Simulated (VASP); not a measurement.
Write the native input for VASP 6.6.1 that does the following.

```yaml
Task: single point
Functional: PBE
Potentials_or_basis: VASP PAW PBE potentials, release 64 (Ir, Au)
Cutoff: 520 eV
k_mesh: 6 × 6 × 6
Occupations: gaussian, width 0.1 eV
Spin: no spin polarisation
Dipole_correction: no
Further_INCAR_settings: ALGO = Normal; EDIFF = 1e-06; NBANDS = 17
```

The structure of IrAu lies in POSCAR:

```
IrAu
1.0
    0.0000000000      2.6500077256      2.6500077256
    2.6500077256      0.0000000000      2.6500077256
    2.6500077256      2.6500077256      0.0000000000
Ir Au
1 1
Direct
    0.0000000000      0.0000000000      0.0000000000
    0.5000000000      0.5000000000      0.5000000000
```

These files were run (other wordings do the same):

INCAR

```
SYSTEM = IrAu
PREC     = Accurate       ! precision mode
ENCUT    = 520            ! plane-wave cutoff, eV
EDIFF    = 1E-6           ! SCF threshold, eV
ISMEAR   = 0              ! smearing method
SIGMA    = 0.1            ! smearing width, eV
LREAL    = .False.        ! projectors in reciprocal space
LASPH    = .True.         ! aspherical terms in the spheres
NELM     = 100            ! most SCF steps
ALGO     = Normal         ! electronic algorithm
ISIF     = 2              ! what is computed and relaxed
LWAVE    = .False.        ! write WAVECAR
LCHARG   = .False.        ! write CHGCAR
GGA      = PE             ! functional
NBANDS   = 17             ! bands
```

KPOINTS

```
Automatic mesh
0
Gamma
  6 6 6
  0 0 0
```

Potentials or basis: VASP PAW PBE potentials, release 64 (Ir, Au).

Launch:

```sh
$ cat potpaw_PBE.64/Ir/POTCAR potpaw_PBE.64/Au/POTCAR > POTCAR
$ mpirun -np 1 vasp_std > vasp.out
```

It gave:

```yaml
Pressure: -0.3 GPa
Band_gap_on_the_k_mesh: zero (bands 10 and 11 overlap by 2.60 eV)
```

Caveat: spin-orbit coupling is left out, which moves the levels of the heavy elements.

Run time: 16 s on 1 thread of AMD EPYC 7R13 (shared host), peak memory 0.13 GiB.
